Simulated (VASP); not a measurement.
# PbSe (Fm-3m) in VASP: further runs, part 2 of 2

VASP 6.6.1. Earlier steps stand in the parts before.

**5. Single point, PBE**

INCAR reads:

```
PREC = Accurate
ENCUT = 520
EDIFF = 1E-6
ISMEAR = 0
SIGMA = 0.05
LREAL = False
LASPH = True
NELM = 80
ALGO = Normal
ISIF = 2
LWAVE = False
LCHARG = True
GGA = PE
LELF = True
LVHAR = True
NBANDS = 17
```

KPOINTS reads:

```
regular mesh
0
Gamma
  9 9 9
```

POSCAR reads:

```
PbSe
1.0
    0.0000000000      3.0621500000      3.0621500000
    3.0621500000      0.0000000000      3.0621500000
    3.0621500000      3.0621500000      0.0000000000
Pb Se
1 1
Direct
    0.0000000000      0.0000000000      0.0000000000
    0.5000000000      0.5000000000      0.5000000000
```

Potentials or basis: VASP PAW PBE potentials, release 64 (Pb_d, Se).

Command:

```
$ cat potpaw_PBE.64/Pb_d/POTCAR potpaw_PBE.64/Se/POTCAR > POTCAR
$ mpirun -np 1 vasp_std > vasp.out
```

OUTCAR:

```text
PREC = Accurate
   ENCUT = 520
   EDIFF = 1E-6
   ISMEAR = 0
   LREAL = False
   LASPH = True
   NELM = 80
   ISIF = 2
   GGA = PE

 ion  position               nearest neighbor table
   1  0.000  0.000  0.000-   2 3.06   2 3.06   2 3.06   2 3.06   2 3.06   2 3.06
   2  0.500  0.500  0.500-   1 3.06   1 3.06   1 3.06   1 3.06   1 3.06   1 3.06

  LATTYP: Found a face centered cubic cell.
 ALAT       =     6.1243000000

  Lattice vectors:

 A1 = (   0.0000000000,   3.0621500000,   3.0621500000)
 A2 = (   3.0621500000,   0.0000000000,   3.0621500000)
 A3 = (   3.0621500000,   3.0621500000,   0.0000000000)

Analysis of symmetry for initial positions (statically):
=====================================================================
 Subroutine PRICEL returns:
 Original cell was already a primitive cell.

 Routine SETGRP: Setting up the symmetry group for a
 face centered cubic supercell.

 Subroutine GETGRP returns: Found 48 space group operations
 (whereof 48 operations were pure point group operations)
 out of a pool of 48 trial point group operations.

The static configuration has the point symmetry O_h .

Analysis of symmetry for dynamics (positions and initial velocities):
=====================================================================
 Subroutine PRICEL returns:
 Original cell was already a primitive cell.

 Routine SETGRP: Setting up the symmetry group for a
 face centered cubic supercell.

 Subroutine GETGRP returns: Found 48 space group operations
 (whereof 48 operations were pure point group operations)
 out of a pool of 48 trial point group operations.

The dynamic configuration has the point symmetry O_h .

 Subroutine INISYM returns: Found 48 space group operations
 (whereof 48 operations are pure point group operations),
 and found     1 'primitive' translations

----------------------------------------------------------------------------------------

[... 104 lines left out ...]
   NUPDOWN=      -1.0000    fix difference up-down
   EMIN   =  10.00;   EMAX   =-10.00  energy-range for DOS
   EFERMI =   0.00;   METHOD = LEGACY
   ISMEAR =     0;   SIGMA  =   0.05  broadening in eV -4-tet -1-fermi 0-gaus
   EFERMI_NEDOS =   21; number of points for ismear=-14 and -15
   IALGO  =     38    algorithm
   IMIX   =      4    mixing-type and parameters
     AMIX     =   0.40;   BMIX     =  1.00
     AMIX_MAG =   1.60;   BMIX_MAG =  1.00
  volume/ion in A,a.u.               =      28.71       193.77
  Fermi-wavevector in a.u.,A,eV,Ry     =   1.151812  2.176610 18.050462  1.326672
  Thomas-Fermi vector in A             =   2.288467
   LORBIT       =      0    0 simple, 1 ext, 2 COOP (PROOUT), +10 PAW based schemes
   GGA     = PE    functional components
   LHFCALC =     F    Hartree Fock is set to
   AEXX    =    0.0000 exact exchange contribution
   IVDW    =     0    specifies the selected vdW correction
   LEPSILON=     F    determine dielectric tensor
   LRPA    =     F    only Hartree local field effects (RPA)
 non-spin polarized calculation
 Gauss-broadening in eV      SIGMA  =   0.05
  energy-cutoff  :      520.00
  volume of cell :       57.43
 maximum number of plane-waves:      1565
   NGX = 17   NGY = 17   NGZ = 17

 number of electron      20.0000000 magnetization

 Free energy of the ion-electron system (eV)
  ---------------------------------------------------
  ext. energy  EPLUGINS =         0.00000000
  ---------------------------------------------------
  free energy    TOTEN  =        -8.17954502 eV

  energy without entropy =       -8.17954502  energy(sigma->0) =       -8.17954502

 E-fermi :   5.1361     XC(G=0):  -9.5236

 val. band max:        4.8725520995   @ k =   0.4444   0.0000   0.0000
 cond. band min:       5.5671148345   @ k =   0.4444   0.0000   0.0000
 fundamental gap:      0.6945627350
 Fermi energy:         5.1360999776

 k-point     1 :       0.0000    0.0000    0.0000
  band No.  band energies     occupation
      1     -11.7837      2.00000
      2     -11.7837      2.00000
      3     -11.7837      2.00000
      4     -11.7796      2.00000
      5     -11.7796      2.00000
      6      -8.5314      2.00000
[... 457 lines left out ...]
      4     -11.7407      2.00000
      5     -11.7407      2.00000
      6      -7.1583      2.00000
[... 9 lines left out ...]
     16      16.5422      0.00000
     17      17.6142      0.00000

 [... further k-points ...]
[... 5 lines left out ...]
  --------------------------------------------------------------------------------------
  -------------------------------------------------------------------------------------
  Total        0.8270642      0.8270642      0.8270642      0.0000000     -0.0000000     -0.0000000
  in kB       23.0749326     23.0749326     23.0749326      0.0000000     -0.0000000     -0.0000000
  external PRESSURE =      23.0749326 kB  Pullay stress =       0.0000000 kB

 VOLUME and BASIS-vectors are now :
 -----------------------------------------------------------------------------
  energy-cutoff  :      520.00
  volume of cell :       57.43
      direct lattice vectors                 reciprocal lattice vectors
     0.000000000  3.062150000  3.062150000    -0.163283967  0.163283967  0.163283967
     3.062150000  0.000000000  3.062150000     0.163283967 -0.163283967  0.163283967
     3.062150000  3.062150000  0.000000000     0.163283967  0.163283967 -0.163283967

 POSITION                                       TOTAL-FORCE (eV/Angst)
 -----------------------------------------------------------------------------------
      0.00000      0.00000      0.00000        -0.000000      0.000000      0.000000
      3.06215      3.06215      3.06215         0.000000     -0.000000     -0.000000
 -----------------------------------------------------------------------------------
    total drift:                                0.000000     -0.000000     -0.000000

  FREE ENERGIE OF THE ION-ELECTRON SYSTEM (eV)
  ---------------------------------------------------
  free  energy   TOTEN  =        -8.1795450195 eV

  energy  without entropy=       -8.1795450195  energy(sigma->0) =       -8.17954502
```

OSZICAR:

```text
N       E                     dE             d eps       ncg     rms          rms(c)
DAV:   1     0.161001903307E+03    0.16100E+03   -0.94448E+03  1198   0.121E+03
DAV:   2     0.377674273599E+01   -0.15723E+03   -0.15206E+03  1234   0.312E+02
DAV:   3    -0.817296398389E+01   -0.11950E+02   -0.11843E+02  1517   0.917E+01
DAV:   4    -0.845991096274E+01   -0.28695E+00   -0.28674E+00  1494   0.154E+01
DAV:   5    -0.846877920777E+01   -0.88682E-02   -0.88678E-02  1681   0.272E+00    0.277E+00
DAV:   6    -0.818121342444E+01    0.28757E+00   -0.71034E-01  1830   0.577E+00    0.157E+00
DAV:   7    -0.817649555019E+01    0.47179E-02   -0.12056E-01  1470   0.167E+00    0.856E-01
DAV:   8    -0.817992139225E+01   -0.34258E-02   -0.13145E-02  1439   0.124E+00    0.163E-01
DAV:   9    -0.817947542760E+01    0.44596E-03   -0.28572E-03  1851   0.520E-01    0.512E-02
DAV:  10    -0.817953816220E+01   -0.62735E-04   -0.22939E-04  1395   0.859E-02    0.190E-02
DAV:  11    -0.817954502303E+01   -0.68608E-05   -0.61182E-05  1606   0.778E-02    0.888E-03
DAV:  12    -0.817954501954E+01    0.34966E-08   -0.32551E-06  1428   0.127E-02
   1 F= -.81795450E+01 E0= -.81795450E+01  d E =-.265923E-15
```

stdout:

```text
POSCAR found type information on POSCAR PbSe
 POSCAR found :  2 types and       2 ions
 scaLAPACK will be used
 LDA part: xc-table for (Slater+PW92), standard interpolation
 POSCAR, INCAR and KPOINTS ok, starting setup
 FFT: planning ... GRIDC
 FFT: planning ... GRID_SOFT
 FFT: planning ... GRID
 WAVECAR not read
 entering main loop
```

Run time: 11 s. Hardware: 1 thread of Intel Xeon 6975P-C (Granite Rapids), shared host; peak memory 0.19 GiB.

What came out:

| Quantity | Value |
| --- | --- |
| Free energy | -8.1795 eV |
| Pressure | 2.3 GPa |

Caveat: this odd mesh misses L, where the gap lies, so gap, dielectric constants and Born charges aren't listed; spin-orbit coupling is left out, which moves the levels of the heavy elements.

**6. Single point, PBE**

INCAR reads:

```
PREC = Accurate ; ENCUT = 520
EDIFF = 1E-6 ; ISMEAR = 0
SIGMA = 0.2 ; LREAL = False
LASPH = True ; NELM = 80
ALGO = Normal ; ISIF = 2
LWAVE = False ; LCHARG = False
GGA = PE ; NBANDS = 17
```

KPOINTS reads:

```
Automatic mesh
0
Gamma
  9 9 9
```

POSCAR is that of step 5.

Potentials or basis: VASP PAW PBE potentials, release 64 (Pb_d, Se).

Command:

```
$ cat potpaw_PBE.64/Pb_d/POTCAR potpaw_PBE.64/Se/POTCAR > POTCAR
$ mpirun -np 1 vasp_std > vasp.out
```

It took 10 s on 1 thread of Intel Xeon 6975P-C (Granite Rapids), shared host; peak memory 0.19 GiB.

The run converged. Its results:

| Quantity | Value |
| --- | --- |
| Free energy | -8.1796 eV |
| Pressure | 2.3 GPa |

Levels at points of the mesh, in eV from the Fermi level:
| k point | band 6 | band 7 | band 8 | band 9 | band 10 | band 11 | band 12 | band 13 | band 14 | band 15 |
| --- | --- | --- | --- | --- | --- | --- | --- | --- | --- | --- |
| (0.00, 0.00, 0.00) | -13.75 | -6.48 | -2.04 | -2.04 | -2.04 | 4.54 | 4.54 | 4.54 | 6.35 | 6.35 |

Caveat: this odd mesh misses L, where the gap lies, so gap, dielectric constants and Born charges aren't listed; spin-orbit coupling is left out, which moves the levels of the heavy elements.

**7. Summary**

```csv
cell,smearing,pressure (GPa)
"a = 4.331 Å, angles 60.0°, 2 atoms",fermi-dirac 0.01 eV,2.3
"a = 4.359 Å, angles 60.0°, 2 atoms",fermi-dirac 0.01 eV,1.2
"a = 4.388 Å, angles 60.0°, 2 atoms",fermi-dirac 0.01 eV,0.3
"a = 4.331 Å, angles 60.0°, 2 atoms",gaussian 0.05 eV,2.3
"a = 4.331 Å, angles 60.0°, 2 atoms",gaussian 0.2 eV,2.3
```

Alike in all rows: task single point; level PBE; potentials or basis VASP PAW PBE potentials, release 64 (Pb_d, Se); no spin polarisation; k mesh 9 × 9 × 9; cutoff (eV) 520.

Caveats: spin-orbit coupling is left out, which moves the levels of the heavy elements.

Absolute energies hang on the potentials; compare differences alone.
